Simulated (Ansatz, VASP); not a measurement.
**Br: VASP beside Ansatz**

```xyz
4
Lattice="3.3178 -2.2912 0.0000 3.3178 2.2912 0.0000 0.0000 0.0000 8.5847" Properties=species:S:1:pos:R:3 pbc="T T T"
Br    3.3178    0.6182    3.3489
Br    3.3178    1.6730    7.6412
Br    3.3178   -0.6182    5.2358
Br    3.3178   -1.6730    0.9435
```

Change from the starting cell: volume scaled by 0.96.

Alike in both runs: task single point; functional PBE; k mesh 7 × 7 × 3; occupations fermi-dirac, width 0.05 eV; no spin polarisation.

|  | VASP | Ansatz |
| --- | --- | --- |
| version | VASP 6.6.1 | Ansatz 0.2.0 |
| potentials or method | VASP PAW PBE potentials, release 64 (Br), cutoff 520 eV | all-electron LAPW, scalar-relativistic |

```tsv
	VASP	Ansatz	Ansatz less VASP
gap on the k mesh at the Fermi level (eV)	2.04	2.04	+0.008
least direct gap on the mesh (eV)	2.05	2.06	+0.008
pressure (GPa)	3.3	3.2	-0.02
traceless stress, the component that is largest in VASP (GPa)	2.40	2.36	-0.036
rms of the force components (eV/Å)	0.799	0.789	-0.0101
```

Atom by atom the forces differ by 0.010 eV/Å (rms over components). Ansatz ran all-electron here, and VASP with PAW potentials.
